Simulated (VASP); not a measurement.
# MnO2 (Pmmn) in VASP: further runs

Aim: see how the results for MnO2 move with the level of theory and the settings. Levels: PBEsol, PBE. Tasks: single point.

All numbers are computed with VASP 6.6.1; they aren't measurements. Logs are shortened: lines on timing, memory, paths and dates and some standing lists are left out, and cuts for length are marked.

### Step 1. The cell of the first run

The structure is orthorhombic, space group Pmmn (No. 59). The conventional cell has a = 2.802 Å, b = 3.745 Å, c = 6.234 Å, α = 90.00°, β = 90.00°, γ = 90.00°. Mn (site symmetry mm2) has 6 O at 1.78 to 2.01 Å within 2.4 Å. O (site symmetry mm2) has 2 Mn at 1.78 Å within 2.4 Å. O (site symmetry mm2) has 4 Mn at 1.93 to 2.01 Å and 5 O at 2.54 Å within 2.6 Å.

### Step 2. Single point, PBEsol, collinear spin, ferromagnetic start

INCAR

```
PREC = Accurate
ENCUT = 520
EDIFF = 1E-6
ISMEAR = -1
SIGMA = 0.05
LREAL = F
LASPH = T
NELM = 150
ALGO = Normal
ISIF = 2
LWAVE = F
LCHARG = F
ISPIN = 2
MAGMOM = 4 4 0 0 0 0
LORBIT = 11
LMAXMIX = 4
GGA = PS
NBANDS = 38
```

KPOINTS

```
regular mesh
0
Gamma
  9 7 5
```

POSCAR

```
MnO2
1.0
    2.8021972110      0.0000000000      0.0000000000
    0.0000000000      3.7451420278      0.0000000000
    0.0000000000      0.0000000000      6.2342326732
Mn O
2 4
Direct
    0.5000000000      0.5000000000      0.3473424752
    0.0000000000      0.0000000000      0.6526575248
    0.5000000000      0.0000000000      0.8283191795
    0.0000000000      0.5000000000      0.1716808205
    0.5000000000      0.0000000000      0.4208283886
    0.0000000000      0.5000000000      0.5791716114
```

Potentials or basis: VASP PAW PBE potentials, release 64 (Mn_pv, O).

Run with:

```
cat potpaw_PBE.64/Mn_pv/POTCAR potpaw_PBE.64/O/POTCAR > POTCAR
mpirun -np 1 vasp_std > vasp.out
```

OUTCAR:

```text
PREC = Accurate
   ENCUT = 520
   EDIFF = 1E-6
   ISMEAR = -1
   LREAL = F
   LASPH = T
   NELM = 150
   ISIF = 2
   ISPIN = 2
   LORBIT = 11
   GGA = PS

 ion  position               nearest neighbor table
   1  0.500  0.500  0.347-   4 1.78   4 1.78   5 1.93   5 1.93   6 2.01   6 2.01   2 3.02   2 3.02
                             2 3.02   2 3.02
   2  0.000  0.000  0.653-   3 1.78   3 1.78   6 1.93   6 1.93   5 2.01   5 2.01   1 3.02   1 3.02
                             1 3.02   1 3.02
   3  0.500  0.000  0.828-   2 1.78   2 1.78
   4  0.000  0.500  0.172-   1 1.78   1 1.78
   5  0.500  0.000  0.421-   1 1.93   1 1.93   2 2.01   2 2.01
   6  0.000  0.500  0.579-   2 1.93   2 1.93   1 2.01   1 2.01

  LATTYP: Found a simple orthorhombic cell.
 ALAT       =     2.8021972110
 B/A-ratio  =     1.3365019468
 C/A-ratio  =     2.2247658547

  Lattice vectors:

 A1 = (   2.8021972110,   0.0000000000,   0.0000000000)
 A2 = (   0.0000000000,   3.7451420278,   0.0000000000)
 A3 = (   0.0000000000,   0.0000000000,   6.2342326732)

Analysis of symmetry for initial positions (statically):
=====================================================================
 Subroutine PRICEL returns:
 Original cell was already a primitive cell.

 Routine SETGRP: Setting up the symmetry group for a
 simple orthorhombic supercell.

 Subroutine GETGRP returns: Found  8 space group operations
 (whereof  4 operations were pure point group operations)
 out of a pool of  8 trial point group operations.

The static configuration has the point symmetry C_2v.
 The point group associated with its full space group is D_2h.

Analysis of symmetry for dynamics (positions and initial velocities):
=====================================================================
 Subroutine PRICEL returns:
 Original cell was already a primitive cell.

 Routine SETGRP: Setting up the symmetry group for a
 simple orthorhombic supercell.

 Subroutine GETGRP returns: Found  8 space group operations
 (whereof  4 operations were pure point group operations)
 out of a pool of  8 trial point group operations.

The dynamic configuration has the point symmetry C_2v.
 The point group associated with its full space group is D_2h.

Analysis of structural, dynamic, and magnetic symmetry:
=====================================================================
 Subroutine PRICEL returns:
 Original cell was already a primitive cell.

 Routine SETGRP: Setting up the symmetry group for a
 simple orthorhombic supercell.

 Subroutine GETGRP returns: Found  8 space group operations
 (whereof  4 operations were pure point group operations)
 out of a pool of  8 trial point group operations.

The overall configuration has the point symmetry C_2v.
 The point group associated with its full space group is D_2h.

 Subroutine INISYM returns: Found  8 space group operations
 (whereof  4 operations are pure point group operations),
 and found     1 'primitive' translations

----------------------------------------------------------------------------------------

                                     Primitive cell

  volume of cell :      65.4259

  direct lattice vectors                    reciprocal lattice vectors
     2.802197211  0.000000000  0.000000000     0.356862820  0.000000000  0.000000000
     0.000000000  3.745142028  0.000000000     0.000000000  0.267012571  0.000000000
     0.000000000  0.000000000  6.234232673     0.000000000  0.000000000  0.160404664

  length of vectors
     2.802197211  3.745142028  6.234232673     0.356862820  0.267012571  0.160404664

  position of ions in fractional coordinates (direct lattice)
     0.500000000  0.500000000  0.347342475
     0.000000000  0.000000000  0.652657525
     0.500000000  0.000000000  0.828319179
     0.000000000  0.500000000  0.171680821
     0.500000000  0.000000000  0.420828389
     0.000000000  0.500000000  0.579171611

  ion indices of the primitive-cell ions
   primitive index   ion index
                 1           1
                 2           2
                 3           3
[... 35 lines left out ...]
  0.333333  0.000000  0.000000      2.000000
  0.444444  0.000000  0.000000      2.000000
  0.000000  0.142857  0.000000      2.000000
[... 16 lines left out ...]
  0.222222  0.000000  0.200000      4.000000
  0.333333  0.000000  0.200000      4.000000
 [... further k-points ...]
   k-points           NKPTS =     60   k-points in BZ     NKDIM =     60   number of bands    NBANDS=     38
   number of dos      NEDOS =    301   number of ions     NIONS =      6
   total plane-waves  NPLWV =  32256
   dimension x,y,z NGX =    24 NGY =   28 NGZ =   48
   dimension x,y,z NGXF=    48 NGYF=   56 NGZF=   96
   ions per type =               2   4
   NGX,Y,Z   is equivalent  to a cutoff of  14.24, 12.43, 12.80 a.u.
   NGXF,Y,Z  is equivalent  to a cutoff of  28.48, 24.86, 25.60 a.u.
 SYSTEM =  unknown system
   PREC   = accura    normal or accurate (medium, high low for compatibility)
   ISTART =      0    job   : 0-new  1-cont  2-samecut
   ICHARG =      2    charge: 1-file 2-atom 10-const
   ISPIN  =      2    spin polarized calculation?
   LNONCOLLINEAR =      F non collinear calculations
   LSORBIT =      F    spin-orbit coupling
   LASPH  =      T    aspherical Exc in radial PAW
   ENCUT  =  520.0 eV  38.22 Ry    6.18 a.u.   5.21  6.96 11.59*2*pi/ulx,y,z
   NELM   =    150;   NELMIN=  2; NELMDL= -5     # of ELM steps
   EDIFF  = 0.1E-05   stopping-criterion for ELM
   LREAL  =      F    real-space projection
   EDIFFG = 0.1E-04   stopping-criterion for IOM
   NSW    =      0    number of steps for IOM
   IBRION =     -1    ionic relax: 0-MD 1-quasi-New 2-CG
   NFREE  =      0    steps in history (QN), initial steepest desc. (CG)
   ISIF   =      2    stress and relaxation
   ISYM   =      2    0-nonsym 1-usesym 2-fastsym
   POTIM  = 0.5000    time-step for ionic-motion
   TEBEG  =    0.0;   TEEND  =   0.0 temperature during run
   PSTRESS=    0.0 pullay stress
   NELECT =      50.0000    total number of electrons
   NUPDOWN=      -1.0000    fix difference up-down
   EMIN   =  10.00;   EMAX   =-10.00  energy-range for DOS
   EFERMI =   0.00;   METHOD = LEGACY
   ISMEAR =    -1;   SIGMA  =   0.05  broadening in eV -4-tet -1-fermi 0-gaus
   EFERMI_NEDOS =   21; number of points for ismear=-14 and -15
   IALGO  =     38    algorithm
   IMIX   =      4    mixing-type and parameters
     AMIX     =   0.40;   BMIX     =  1.00
     AMIX_MAG =   1.60;   BMIX_MAG =  1.00
  volume/ion in A,a.u.               =      10.90        73.59
  Fermi-wavevector in a.u.,A,eV,Ry     =   1.496746  2.828440 30.480441  2.240249
  Thomas-Fermi vector in A             =   2.608723
   LORBIT       =     11    0 simple, 1 ext, 2 COOP (PROOUT), +10 PAW based schemes
   GGA     = PS    functional components
   LHFCALC =     F    Hartree Fock is set to
   AEXX    =    0.0000 exact exchange contribution
   IVDW    =     0    specifies the selected vdW correction
   LEPSILON=     F    determine dielectric tensor
   LRPA    =     F    only Hartree local field effects (RPA)
 spin polarized calculation
  energy-cutoff  :      520.00
  volume of cell :       65.43
 maximum number of plane-waves:      1784
 NGX is ok and might be reduce to    24
   NGX = 11   NGY = 13   NGZ = 23

 number of electron      50.0000011 magnetization       5.9981243

 Free energy of the ion-electron system (eV)
  ---------------------------------------------------
  ext. energy  EPLUGINS =         0.00000000
  ---------------------------------------------------
  free energy    TOTEN  =       -49.53513257 eV

  energy without entropy =      -49.53052899  energy(sigma->0) =      -49.53283078

 E-fermi :   3.7154     XC(G=0): -11.0050

 val. band max:        3.7122735356   @ k =   0.3333   0.0000   0.2000
 cond. band min:       3.7374019568   @ k =   0.3333   0.0000   0.0000
 fundamental gap:      0.0251284212
 Fermi energy:         3.7153728677

 spin component 1

 k-point     1 :       0.0000    0.0000    0.0000
  band No.  band energies     occupation
      1     -46.9443      1.00000
      2     -46.9263      1.00000
      3     -46.9059      1.00000
      4     -46.8886      1.00000
      5     -46.8821      1.00000
      6     -46.8718      1.00000
[... 949 lines left out ...]
     36      16.9907      0.00000
     37      17.6839      0.00000

 [... further k-points ...]

 spin component 2

 k-point     1 :       0.0000    0.0000    0.0000
  band No.  band energies     occupation
      1     -44.0829      1.00000
      2     -44.0636      1.00000
      3     -43.9383      1.00000
      4     -43.8967      1.00000
      5     -43.8855      1.00000
      6     -43.8517      1.00000
[... 949 lines left out ...]
     36      17.3072      0.00000
     37      18.2562      0.00000

 [... further k-points ...]

 [bands above 37 left out]

------------------------ aborting loop because EDIFF is reached ----------------------------------------

  FORCE on cell =-STRESS in cart. coord.  units (eV):
  Direction    XX          YY          ZZ          XY          YZ          ZX
  --------------------------------------------------------------------------------------
  -------------------------------------------------------------------------------------
  Total        0.5139092      0.1912232      0.3037215      0.0000000      0.0000000      0.0000000
  in kB       12.5848191      4.6827529      7.4376562      0.0000000      0.0000000      0.0000000
  external PRESSURE =       8.2350761 kB  Pullay stress =       0.0000000 kB

 VOLUME and BASIS-vectors are now :
 -----------------------------------------------------------------------------
  energy-cutoff  :      520.00
  volume of cell :       65.43
      direct lattice vectors                 reciprocal lattice vectors
     2.802197211  0.000000000  0.000000000     0.356862820  0.000000000  0.000000000
     0.000000000  3.745142028  0.000000000     0.000000000  0.267012571  0.000000000
     0.000000000  0.000000000  6.234232673     0.000000000  0.000000000  0.160404664

 POSITION                                       TOTAL-FORCE (eV/Angst)
 -----------------------------------------------------------------------------------
      1.40110      1.87257      2.16541         0.000000      0.000000      0.074161
      0.00000      0.00000      4.06882         0.000000      0.000000     -0.074161
      1.40110      0.00000      5.16393         0.000000      0.000000      0.135745
      0.00000      1.87257      1.07030         0.000000      0.000000     -0.135745
      1.40110      0.00000      2.62354         0.000000      0.000000     -0.024994
      0.00000      1.87257      3.61069         0.000000      0.000000      0.024994
 -----------------------------------------------------------------------------------
    total drift:                                0.000000     -0.000000      0.000000

  FREE ENERGIE OF THE ION-ELECTRON SYSTEM (eV)
  ---------------------------------------------------
  free  energy   TOTEN  =       -49.5351325741 eV

  energy  without entropy=      -49.5305289924  energy(sigma->0) =      -49.53283078

 total charge

# of ion       s       p       d       tot
------------------------------------------
    1        0.365   6.463   4.996  11.824
    2        0.365   6.463   4.996  11.824
    3        1.588   3.360   0.000   4.948
    4        1.588   3.360   0.000   4.948
    5        1.564   3.455   0.000   5.019
    6        1.564   3.455   0.000   5.019
--------------------------------------------------
tot          7.035  26.556   9.992  43.583

 magnetization (x)

# of ion       s       p       d       tot
------------------------------------------
    1        0.022   0.027   2.646   2.694
    2        0.022   0.027   2.646   2.694
    3        0.004   0.157   0.000   0.161
    4        0.004   0.157   0.000   0.161
    5        0.007   0.016   0.000   0.024
    6        0.007   0.016   0.000   0.024
--------------------------------------------------
tot          0.067   0.399   5.292   5.758
```

Wall time 13 min (1 thread of AMD EPYC 7R13, shared host); peak memory 0.31 GiB.

What came out:

- Free energy: -49.5351 eV
- Pressure: 0.8 GPa
- Largest force: 0.136 eV/Å
- Band gap on the k mesh: zero (filled and empty bands overlap)
- Net moment: 6.00 μB per cell
- Site moments: Mn +2.69; O +0.16, +0.02 μB
- Valence electrons inside the program's atomic spheres: Mn 11.82; O 4.95, 5.02

Forces on the atoms (eV/Å):
```
Mn   0.000  0.000  0.074
Mn   0.000  0.000 -0.074
O    0.000  0.000  0.136
O    0.000  0.000 -0.136
O    0.000  0.000 -0.025
O    0.000  0.000  0.025
```

Levels at points of the mesh, in eV from the Fermi level:
Spin up:
| k point | band 24 | band 25 | band 26 | band 27 | band 28 | band 29 | band 30 | band 31 | band 32 | band 33 |
| --- | --- | --- | --- | --- | --- | --- | --- | --- | --- | --- |
| (0.00, 0.00, 0.00) | -2.05 | -1.43 | -1.11 | -0.23 | 0.13 | 0.57 | 0.72 | 2.27 | 2.66 | 6.24 |
Spin down:
| k point | band 18 | band 19 | band 20 | band 21 | band 22 | band 23 | band 24 | band 25 | band 26 | band 27 |
| --- | --- | --- | --- | --- | --- | --- | --- | --- | --- | --- |
| (0.00, 0.00, 0.00) | -3.22 | -3.01 | -2.65 | -2.58 | -1.86 | 0.18 | 0.70 | 0.95 | 1.10 | 2.03 |

Caveat: the PAW data sets were made with another functional, which shifts forces and pressure a little; semilocal functionals often make such compounds metallic where correlation or magnetic order opens a gap, which also shifts bond lengths; only a ferromagnetic start was run, and an antiferromagnetic order may lie lower in energy.

### Step 3. Single point, PBE, collinear spin, ferromagnetic start

This run uses another cell than the first one, of 11.47 Å³/atom, 1.052 times its volume.

INCAR

```
SYSTEM = MnO2
ALGO = Normal ; EDIFF = 1E-6
ENCUT = 520 ; GGA = PE
ISIF = 2 ; ISMEAR = -1
ISPIN = 2 ; LASPH = .True.
LCHARG = .False. ; LMAXMIX = 4
LORBIT = 11 ; LREAL = .False.
LWAVE = .False. ; MAGMOM = 6 6 0 0 0 0
NBANDS = 38 ; NELM = 150
NUPDOWN = 12.0 ; PREC = Accurate
SIGMA = 0.05
```

KPOINTS

```
k-points
0
Gamma
  8 6 4
  0 0 0
```

POSCAR

```
MnO2
1.0
    2.9041580000      0.0000000000      0.0000000000
    0.0000000000      3.8448100000      0.0000000000
    0.0000000000      0.0000000000      6.1642640000
Mn O
2 4
Direct
    0.5000000000      0.5000000000      0.3433015000
    0.0000000000      0.0000000000      0.6566985000
    0.5000000000      0.0000000000      0.8375675000
    0.0000000000      0.5000000000      0.1624325000
    0.5000000000      0.0000000000      0.4217995000
    0.0000000000      0.5000000000      0.5782005000
```

Potentials or basis: VASP PAW PBE potentials, release 64 (Mn_pv, O).

Run with:

```
cat potpaw_PBE.64/Mn_pv/POTCAR potpaw_PBE.64/O/POTCAR > POTCAR
mpirun -np 1 vasp_std > vasp.out
```

OUTCAR:

```text
SYSTEM = MnO2
   EDIFF = 1E-6
   ENCUT = 520
   GGA = PE
   ISIF = 2
   ISMEAR = -1
   ISPIN = 2
   LASPH = .True.
   LORBIT = 11
   LREAL = .False.
   NELM = 150
   NUPDOWN = 12.0
   PREC = Accurate

 ion  position               nearest neighbor table
   1  0.500  0.500  0.343-   4 1.83   4 1.83   5 1.98   5 1.98   6 2.05   6 2.05   2 3.09   2 3.09
                             2 3.09   2 3.09
   2  0.000  0.000  0.657-   3 1.83   3 1.83   6 1.98   6 1.98   5 2.05   5 2.05   1 3.09   1 3.09
                             1 3.09   1 3.09
   3  0.500  0.000  0.838-   2 1.83   2 1.83
   4  0.000  0.500  0.162-   1 1.83   1 1.83
   5  0.500  0.000  0.422-   1 1.98   1 1.98   2 2.05   2 2.05
   6  0.000  0.500  0.578-   2 1.98   2 1.98   1 2.05   1 2.05

[... 2168 lines left out ...]
      1.45208      1.92240      2.11620         0.000000      0.000000      1.505850
      0.00000      0.00000      4.04806         0.000000      0.000000     -1.505850
      1.45208      0.00000      5.16299         0.000000      0.000000      3.947786
      0.00000      1.92240      1.00128         0.000000      0.000000     -3.947786
      1.45208      0.00000      2.60008         0.000000      0.000000     -1.298768
      0.00000      1.92240      3.56418         0.000000      0.000000      1.298768
 -----------------------------------------------------------------------------------
    total drift:                                0.000000      0.000000      0.000000

  FREE ENERGIE OF THE ION-ELECTRON SYSTEM (eV)
  ---------------------------------------------------
  free  energy   TOTEN  =       -37.0665892527 eV

  energy  without entropy=      -37.0015962286  energy(sigma->0) =      -37.03409274

 total charge

# of ion       s       p       d       tot
------------------------------------------
    1        0.311   6.370   5.108  11.789
    2        0.311   6.370   5.108  11.789
    3        1.602   3.284   0.000   4.886
    4        1.602   3.284   0.000   4.886
    5        1.591   3.390   0.000   4.981
    6        1.591   3.390   0.000   4.981
--------------------------------------------------
tot          7.010  26.088  10.215  43.313

 magnetization (x)

# of ion       s       p       d       tot
------------------------------------------
    1        0.021   0.053   3.940   4.014
    2        0.021   0.053   3.940   4.014
    3        0.020   0.851   0.000   0.871
    4        0.020   0.851   0.000   0.871
    5        0.031   0.608   0.000   0.639
    6        0.031   0.608   0.000   0.639
--------------------------------------------------
tot          0.145   3.023   7.881  11.048
```

OSZICAR:

```text
N       E                     dE             d eps       ncg     rms          rms(c)
DAV:   1     0.643940280284E+03    0.64394E+03   -0.28089E+04  9192   0.154E+03
DAV:   2     0.169166129838E+02   -0.62702E+03   -0.59918E+03  9546   0.471E+02
DAV:   3    -0.380744967101E+02   -0.54991E+02   -0.53834E+02 10140   0.148E+02
DAV:   4    -0.391726478777E+02   -0.10982E+01   -0.10935E+01 10332   0.222E+01
DAV:   5    -0.391839773654E+02   -0.11329E-01   -0.11329E-01  9810   0.237E+00    0.449E+01
DAV:   6    -0.370023474973E+02    0.21816E+01   -0.20844E+01 11752   0.393E+01    0.263E+01
DAV:   7    -0.379906545412E+02   -0.98831E+00   -0.19892E+01 11896   0.259E+01    0.214E+01
DAV:   8    -0.369783191780E+02    0.10123E+01   -0.17457E+00 12136   0.138E+01    0.111E+01
DAV:   9    -0.371514054903E+02   -0.17309E+00   -0.15438E+00 10648   0.626E+00    0.499E+00
DAV:  10    -0.370708159286E+02    0.80590E-01   -0.96346E-01 12948   0.414E+00    0.154E+00
DAV:  11    -0.370668610717E+02    0.39549E-02   -0.70515E-02 10322   0.156E+00    0.381E-01
DAV:  12    -0.370665566045E+02    0.30447E-03   -0.56928E-03  9948   0.465E-01    0.214E-01
DAV:  13    -0.370665036493E+02    0.52955E-04   -0.12386E-03  9702   0.177E-01    0.125E-01
DAV:  14    -0.370665638572E+02   -0.60208E-04   -0.72422E-04 10482   0.983E-02    0.647E-02
DAV:  15    -0.370665745587E+02   -0.10702E-04   -0.84177E-05  9772   0.544E-02    0.372E-02
DAV:  16    -0.370665849117E+02   -0.10353E-04   -0.31544E-05  9570   0.325E-02    0.227E-02
DAV:  17    -0.370665885084E+02   -0.35967E-05   -0.15085E-05  9272   0.203E-02    0.981E-03
DAV:  18    -0.370665892527E+02   -0.74426E-06   -0.18953E-06  7388   0.847E-03
   1 F= -.37066589E+02 E0= -.37034093E+02  d E =-.649930E-01  mag=    12.0000
```

It took 5.3 min on 1 thread of AMD EPYC 7R13 (Zen 3), shared host; peak memory 0.32 GiB.

What came out:

* Free energy: -37.0666 eV
* Pressure: 42.9 GPa
* Largest force: 3.948 eV/Å
* Net moment: 12.00 μB per cell
* Site moments: Mn +4.01; O +0.87, +0.64 μB
* Valence electrons inside the program's atomic spheres: Mn 11.79; O 4.89, 4.98

Forces in eV/Å, atoms in the order of the input:
```
Mn   0.000  0.000  1.506
Mn   0.000  0.000 -1.506
O    0.000  0.000  3.948
O    0.000  0.000 -3.948
O    0.000  0.000 -1.299
O    0.000  0.000  1.299
```

Caveat: the total moment is fixed, so each spin has its own Fermi level; only a ferromagnetic start was run, and an antiferromagnetic order may lie lower in energy; forces of over 1 eV/Å act on the atoms, so gaps and moduli don't describe the material at rest.
